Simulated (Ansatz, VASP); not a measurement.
## One calculation of HfO2, two programs

The input POSCAR:

```
HfO2
1.0
    2.5488057606     -2.5488057606      0.0000000000
    2.5488057606      0.0000000000     -2.5488057606
    9.7705920027      2.7611212805      2.7611212805
Hf O
3 6
Direct
   -0.6493444450     -0.6493444450      0.7083500000
   -0.0104444450     -0.0104444450      0.3750166667
    0.6284555550      0.6284555550      0.0416833333
    0.3992805550      0.3992805550      0.2916833333
    0.1214805550     -0.8785194450      0.9583500000
   -0.2396194450     -0.2396194450      0.6250166667
   -0.0590694450     -0.0590694450      0.7916833333
    0.5798305550      0.5798305550      0.4583500000
    0.2187305550      0.2187305550      0.1250166667
```

The input INCAR.step1:

```
  PREC = Accurate
  ENCUT = 520
  ISMEAR = 0
  SIGMA = 0.05
  LREAL = False
  LASPH = True
  NELM = 80
  NBANDS = 43
  GGA = PE
  ALGO = Normal
  EDIFF = 1E-4
  LWAVE = True
  LCHARG = False
```

The input INCAR.step2:

```
  PREC = Accurate
  ENCUT = 520
  EDIFF = 1E-6
  ISMEAR = 0
  SIGMA = 0.05
  LREAL = False
  LASPH = True
  NELM = 80
  ALGO = Normal
  ISIF = 2
  LWAVE = False
  LCHARG = True
  METAGGA = R2SCAN
  LMIXTAU = True
  LELF = True
  LVHAR = True
  NBANDS = 43
  ISTART = 1
```

Contents of KPOINTS:

```
Automatic mesh
0
Gamma
  7 7 3
```

Input for Ansatz:

```yaml
crystal:
  lattice:
    - [2.5488057606, -2.5488057606, 0.0]
    - [2.5488057606, 0.0, -2.5488057606]
    - [9.7705920027, 2.7611212805, 2.7611212805]
  atoms:
    - { symbol: Hf, position: [-0.649344445, -0.649344445, 0.70835] }
    - { symbol: Hf, position: [-0.010444445, -0.010444445, 0.3750166667] }
    - { symbol: Hf, position: [0.628455555, 0.628455555, 0.0416833333] }
    - { symbol: O, position: [0.399280555, 0.399280555, 0.2916833333] }
    - { symbol: O, position: [0.121480555, -0.878519445, 0.95835] }
    - { symbol: O, position: [-0.239619445, -0.239619445, 0.6250166667] }
    - { symbol: O, position: [-0.059069445, -0.059069445, 0.7916833333] }
    - { symbol: O, position: [0.579830555, 0.579830555, 0.45835] }
    - { symbol: O, position: [0.218730555, 0.218730555, 0.1250166667] }
kpoints:
  mp_grid: { grid: [7, 7, 3] }
hamiltonian:
  xc: r2scan
scf:
  occupations: { method: gaussian, width: 0.05 }
  lower_state_search: light
output:
  forces: true
  eigenvalues: true
  stress: true
```

Alike in both runs: task single point; functional r2SCAN; k mesh 7 × 7 × 3; occupations gaussian, width 0.05 eV; no spin polarisation.

|  | VASP | Ansatz |
| --- | --- | --- |
| version | VASP 6.6.1 | Ansatz 0.2.0 |
| potentials or method | VASP PAW PBE potentials, release 64 (Hf_pv, O) | scalar-relativistic, plane waves, PAW |
| plane-wave cutoff (eV) | 520 | 500 |
| valence electrons in the cell | 66 | 114 |

|  | VASP | Ansatz | Ansatz less VASP |
| --- | --- | --- | --- |
| gap on the k mesh at the Fermi level (eV) | 3.70 | 3.71 | +0.011 |
| pressure (GPa) | -5.1 | -1.4 | +3.69 |
| traceless stress, the component that is largest in VASP (GPa) | 13.08 | 12.82 | -0.253 |
| rms of the force components (eV/Å) | 1.075 | 1.086 | +0.0111 |

VASP's potentials were made for PBE, not for r2SCAN. Atom by atom the forces differ by 0.016 eV/Å (rms over components). The functional is the same, so the differences come from potentials, cutoffs and numerics. VASP's potentials hold 66 valence electrons a cell and Ansatz's 114, so a difference there can come from the potentials and not from the codes.

Spin-orbit coupling is off throughout.
